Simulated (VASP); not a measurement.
# Pd (Im-3m) in VASP: notebook, part 2 of 2

VASP 6.6.1.

## Step 3: Relaxation of cell and atoms, LDA

This run uses another cell than the first one, of 14.75 Å³/atom.

INCAR

```
SYSTEM = Pd
PREC = Accurate ; ENCUT = 500
EDIFF = 1E-7 ; ISMEAR = 1
SIGMA = 0.05 ; LREAL = .FALSE.
LASPH = .TRUE. ; NELM = 120
ALGO = Normal ; ISIF = 3
LWAVE = .FALSE. ; LCHARG = .FALSE.
GGA = CA ; IBRION = 2
NSW = 80 ; EDIFFG = -0.03
GGA_COMPAT = .FALSE. ; NELMIN = 4
```

KPOINTS

```
regular mesh
0
G
  9 9 9
  0 0 0
```

POSCAR

```
Pd
1.0
   -1.5450000000      1.5450000000      1.5450000000
    1.5450000000     -1.5450000000      1.5450000000
    1.5450000000      1.5450000000     -1.5450000000
Pd
1
Direct
    0.0000000000      0.0000000000      0.0000000000
```

Potentials or basis: VASP PAW LDA potentials, release 64 (Pd).

Launch:

```
cat potpaw_LDA.64/Pd/POTCAR > POTCAR
mpirun -np 1 vasp_std > vasp.out
```

OUTCAR:

```text
SYSTEM = Pd
   PREC = Accurate
   ENCUT = 500
   EDIFF = 1E-7
   ISMEAR = 1
   LREAL = .FALSE.
   LASPH = .TRUE.
   NELM = 120
   ISIF = 3
   GGA = CA
   IBRION = 2
   NSW = 80
   EDIFFG = -0.03
   NELMIN = 4

 ion  position               nearest neighbor table
   1  0.000  0.000  0.000-

  LATTYP: Found a body centered cubic cell.
 ALAT       =     3.0900000000

  Lattice vectors:

 A1 = (  -1.5450000000,   1.5450000000,   1.5450000000)
 A2 = (   1.5450000000,  -1.5450000000,   1.5450000000)
 A3 = (   1.5450000000,   1.5450000000,  -1.5450000000)

Analysis of symmetry for initial positions (statically):
=====================================================================
 Subroutine PRICEL returns:
 Original cell was already a primitive cell.

 Routine SETGRP: Setting up the symmetry group for a
 body centered cubic supercell.

 Subroutine GETGRP returns: Found 48 space group operations
 (whereof 48 operations were pure point group operations)
 out of a pool of 48 trial point group operations.

The static configuration has the point symmetry O_h .

Analysis of symmetry for dynamics (positions and initial velocities):
=====================================================================
 Subroutine PRICEL returns:
 Original cell was already a primitive cell.

 Routine SETGRP: Setting up the symmetry group for a
 body centered cubic supercell.

 Subroutine GETGRP returns: Found 48 space group operations
 (whereof 48 operations were pure point group operations)
 out of a pool of 48 trial point group operations.

The dynamic configuration has the point symmetry O_h .

 Subroutine INISYM returns: Found 48 space group operations
 (whereof 48 operations are pure point group operations),
 and found     1 'primitive' translations

----------------------------------------------------------------------------------------

                                     Primitive cell

  volume of cell :      14.7518

  direct lattice vectors                    reciprocal lattice vectors
    -1.545000000  1.545000000  1.545000000     0.000000000  0.323624595  0.323624595
     1.545000000 -1.545000000  1.545000000     0.323624595  0.000000000  0.323624595
[... 93 lines left out ...]
   PSTRESS=    0.0 pullay stress
   NELECT =      10.0000    total number of electrons
   NUPDOWN=      -1.0000    fix difference up-down
   EMIN   =  10.00;   EMAX   =-10.00  energy-range for DOS
   EFERMI =   0.00;   METHOD = LEGACY
   ISMEAR =     1;   SIGMA  =   0.05  broadening in eV -4-tet -1-fermi 0-gaus
   EFERMI_NEDOS =   21; number of points for ismear=-14 and -15
   IALGO  =     38    algorithm
   IMIX   =      4    mixing-type and parameters
     AMIX     =   0.40;   BMIX     =  1.00
     AMIX_MAG =   1.60;   BMIX_MAG =  1.00
  volume/ion in A,a.u.               =      14.75        99.55
  Fermi-wavevector in a.u.,A,eV,Ry     =   1.438113  2.717640 28.139148  2.068169
  Thomas-Fermi vector in A             =   2.557116
   LORBIT       =      0    0 simple, 1 ext, 2 COOP (PROOUT), +10 PAW based schemes
   GGA     = CA    functional components
   LHFCALC =     F    Hartree Fock is set to
   AEXX    =    0.0000 exact exchange contribution
   IVDW    =     0    specifies the selected vdW correction
   LEPSILON=     F    determine dielectric tensor
   LRPA    =     F    only Hartree local field effects (RPA)
 conjugate gradient relaxation of ions
 non-spin polarized calculation
 Methfessel and Paxton  Order N= 1 SIGMA  =   0.05
  energy-cutoff  :      500.00
  volume of cell :       14.75
 maximum number of plane-waves:       386
   NGX =  9   NGY =  9   NGZ =  9

--------------------------------------- Ionic step        1  -------------------------------------------

 number of electron      10.0000000 magnetization

 Free energy of the ion-electron system (eV)
  ---------------------------------------------------
  ext. energy  EPLUGINS =         0.00000000
  ---------------------------------------------------
  free energy    TOTEN  =        -6.44002002 eV

  energy without entropy =       -6.43985253  energy(sigma->0) =       -6.43996419

 E-fermi :   9.5701     XC(G=0): -13.5127

 val. band max:        9.5255966789   @ k =  -0.4444   0.4444   0.4444
 cond. band min:       9.5747097565   @ k =  -0.4444  -0.4444   0.3333
 fundamental gap:      0.0491130776
 Fermi energy:         9.5701304643

 k-point     1 :       0.0000    0.0000    0.0000
  band No.  band energies     occupation
      1       2.3596      2.00000
      2       6.5930      2.00000
      3       6.5930      2.00000
      4       6.5930      2.00000
      5       8.6337      2.00000
      6       8.6337      2.00000
      7      28.9040      0.00000
      8      28.9040      0.00000
      9      28.9040      0.00000
[... 345 lines left out ...]
--------------------------------------- Ionic step        3  -------------------------------------------

 number of electron       9.9999995 magnetization

 Free energy of the ion-electron system (eV)
  ---------------------------------------------------
  ext. energy  EPLUGINS =         0.00000000
  ---------------------------------------------------
  free energy    TOTEN  =        -6.45122318 eV

  energy without entropy =       -6.45103156  energy(sigma->0) =       -6.45115931

 E-fermi :  10.1621     XC(G=0): -13.7195

 val. band max:       10.1146350495   @ k =  -0.4444   0.4444   0.4444
 cond. band min:      10.1668499749   @ k =  -0.4444  -0.4444   0.3333
 fundamental gap:      0.0522149254
 Fermi energy:        10.1621329421

 k-point     1 :       0.0000    0.0000    0.0000
  band No.  band energies     occupation
      1       2.6834      2.00000
      2       7.0221      2.00000
      3       7.0221      2.00000
      4       7.0221      2.00000
      5       9.1672      2.00000
      6       9.1672      2.00000
      7      29.5528      0.00000
      8      29.5528      0.00000
      9      29.5528      0.00000
[... 304 lines left out ...]
  FREE ENERGIE OF THE ION-ELECTRON SYSTEM (eV)
  ---------------------------------------------------
  free  energy   TOTEN  =        -6.4512231818 eV

  energy  without entropy=       -6.4510315594  energy(sigma->0) =       -6.45115931

 reached required accuracy - stopping structural energy minimisation
```

CONTCAR:

```text
Pd
   1.00000000000000
    -1.5277131576545424    1.5277131576545424    1.5277131576545424
     1.5277131576545424   -1.5277131576545424    1.5277131576545424
     1.5277131576545424    1.5277131576545424   -1.5277131576545424
  Pd
     1
Direct
     0.0000000000000000    0.0000000000000000    0.0000000000000000

  0.00000000E+00  0.00000000E+00  0.00000000E+00
```

It took 6.5 s on 1 thread of Intel Xeon Platinum 8488C (Sapphire Rapids), shared host; peak memory 0.12 GiB.

What came out:

```
Free energy                           : -6.4512 eV
Relaxed volume                        : 14.26 Å³/atom
Relaxed cell                          : a = 2.646 Å, b = 2.646 Å, c = 2.646 Å, α = 109.47°, β = 109.47°, γ = 109.47°
Space group after relaxing (to 0.1 Å) : Im-3m (No. 229)
Energy gained by relaxing             : 11.2 meV/atom
Ionic steps                           : 3
Pressure after relaxing               : -0.1 GPa
Band gap on the k mesh                : zero (bands 5 and 6 overlap by 1.52 eV)
```

Step by step:
| step | energy change (eV) | largest force (eV/Å) | pressure (GPa) | volume (Å³) |
| --- | --- | --- | --- | --- |
| 1 | 0.0000 | 0.0000 | -6.95 | 14.75 |
| 2 | 0.0263 | 0.0000 | 15.50 | 13.43 |
| 3 | -0.0112 | 0.0000 | -0.14 | 14.26 |

Final structure:
```yaml
crystal:
  lattice:
    - [-1.52771, 1.52771, 1.52771]
    - [1.52771, -1.52771, 1.52771]
    - [1.52771, 1.52771, -1.52771]
  atoms:
    - { symbol: Pd, position: [0.00000, 0.00000, 0.00000] }
```

The gap in the log of VASP goes by the Fermi energy; the results here count the filled bands.